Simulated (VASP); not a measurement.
Crystal: Rb5Na2S.

```
Rb Na S
1.0
     6.07840    0.00000    0.00000
    -3.03920    5.26405    0.00000
     0.00000    0.00000   10.62472
Rb Na S
5 2 1
Direct
  0.33333 0.66667 0.18304
  0.66667 0.33333 0.18304
  0.66667 0.33333 0.81696
  0.33333 0.66667 0.81696
  0.00000 0.00000 0.50000
  0.33333 0.66667 0.50000
  0.66667 0.33333 0.50000
  0.00000 0.00000 0.00000
```

The cell was built from a structure type or drawn by symmetry, and may not be a known phase.

| Item | Value |
| --- | --- |
| Program | VASP 6.6.1 |
| Task | relaxation of cell and atoms |
| Functional | PBE |
| Potentials or basis | VASP PAW PBE potentials, release 64 (Rb_sv, Na_pv, S) |
| Cutoff | 600 eV |
| k mesh | 3 × 3 × 2 |
| Occupations | gaussian, width 0.1 eV |
| Spin | no spin polarisation |

At the start: pressure 2.1 GPa; volume 42.49 Å³/atom.

Q: Where does the relaxation end?

A: Over 9 steps the energy falls by 77.4 meV/atom and the volume is 53.06 Å³/atom (+24.9 %); space group P6/mmm (No. 191, to 0.1 Å) before and after.

The path:
| step | energy change (eV) | largest force (eV/Å) | pressure (GPa) | volume (Å³) |
| --- | --- | --- | --- | --- |
| 1 | 0.0000 | 0.4490 | 2.05 | 339.96 |
| 2 | -0.3076 | 0.3529 | 1.18 | 367.45 |
| 3 | -0.5486 | 0.2256 | 0.14 | 419.38 |
| 4 | -0.5606 | 0.1987 | -0.05 | 433.11 |
| 5 | -0.5610 | 0.1939 | -0.08 | 435.79 |
| 6 | -0.5737 | 0.1753 | -0.07 | 434.47 |
| 7 | -0.6027 | 0.1169 | -0.03 | 430.48 |
| 8 | -0.6176 | 0.0048 | 0.06 | 422.41 |
| 9 | -0.6194 | 0.0258 | 0.04 | 424.45 |

Final structure:
```
Rb Na S
1.0
     6.44781    0.00000    0.00000
    -3.22391    5.58397    0.00000
     0.00000    0.00000   11.78876
Rb Na S
5 2 1
Direct
  0.33333 0.66667 0.16597
  0.66667 0.33333 0.16597
  0.66667 0.33333 0.83403
  0.33333 0.66667 0.83403
  0.00000 0.00000 0.50000
  0.33333 0.66667 0.50000
  0.66667 0.33333 0.50000
  0.00000 0.00000 0.00000
```

Caveat: the k points lie up to 0.38 Å⁻¹ apart in the final cell, too coarse for converged energies and pressures of a metal; the volume moved by over 15 % at a fixed basis, so the end points are rough.
